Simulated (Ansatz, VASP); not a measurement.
## One calculation of NaHF2, two programs

```xyz
4
Lattice="1.7304 0.9990 4.5544 -1.7304 0.9990 4.5544 0.0000 -1.9981 4.5544" Properties=species:S:1:pos:R:3 pbc="T T T"
Na    0.0000    0.0000    0.0000
H     0.0000    0.0000    6.8316
F     0.0000    0.0000    5.6953
F     0.0000    0.0000    7.9680
```

Alike in both runs: task relaxation of the atoms; functional PBEsol; k mesh 8 × 8 × 8; no spin polarisation.

|  | VASP | Ansatz |
| --- | --- | --- |
| version | VASP 6.6.1 | Ansatz 0.2.0 |
| potentials or method | VASP PAW PBE potentials, release 64 (Na_pv, H, F), cutoff 520 eV | all-electron LAPW, scalar-relativistic |
| occupations | gaussian, width 0.01 eV | fixed |

Ansatz gave:

```
gap on the k mesh at the Fermi level, each at its own relaxed structure (eV) : 6.94
```

Task: What did VASP give for the same quantities?

Result: gap on the k mesh at the Fermi level, each at its own relaxed structure (eV): 6.92.

VASP's potentials were made for PBE, not for PBEsol. Ansatz ran all-electron here, and VASP with PAW potentials.
